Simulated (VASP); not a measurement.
Input of a VASP 6.6.1 run:

POSCAR

```
RbBr
1.0
    0.0000000000      3.5449241817      3.4608261073
    3.5449241817      0.0000000000      3.4608261073
    3.5449241817      3.5449241817      0.0000000000
Rb Br
1 1
Direct
    0.0000000000      0.0000000000      0.0000000000
    0.5000000000      0.5000000000      0.5000000000
```

The input INCAR.step1:

```
PREC = Accurate ; ENCUT = 520
ISMEAR = 0 ; SIGMA = 0.01
LREAL = F ; LASPH = T
NELM = 80 ; NBANDS = 15
GGA = PE ; ALGO = Normal
EDIFF = 1E-4 ; LWAVE = T
LCHARG = F
```

The input INCAR.step2:

```
PREC = Accurate ; ENCUT = 520
EDIFF = 1E-7 ; ISMEAR = 0
SIGMA = 0.01 ; LREAL = F
LASPH = T ; NELM = 80
ALGO = Normal ; ISIF = 2
LWAVE = F ; LCHARG = F
METAGGA = R2SCAN ; LMIXTAU = T
NBANDS = 15 ; ISTART = 1
```

Contents of KPOINTS:

```
regular mesh
0
Gamma
  6 6 6
```

Potentials or basis: VASP PAW PBE potentials, release 64 (Rb_sv, Br).

Launch:

```sh
$ cat potpaw_PBE.64/Rb_sv/POTCAR potpaw_PBE.64/Br/POTCAR > POTCAR
$ cp INCAR.step1 INCAR
$ mpirun -np 1 vasp_std > vasp.out
$ cp INCAR.step2 INCAR
$ mpirun -np 1 vasp_std > vasp.out
```

(1) Estimate the band gap on the k mesh.

(2) What does it give for the pressure?

Answers

(1) 4.76 eV.

(2) -0.5 GPa.

Caveat: the cell differs from its parent crystal (biaxial xy strain +2.4%); the PAW data sets were made with another functional, which shifts forces and pressure a little.
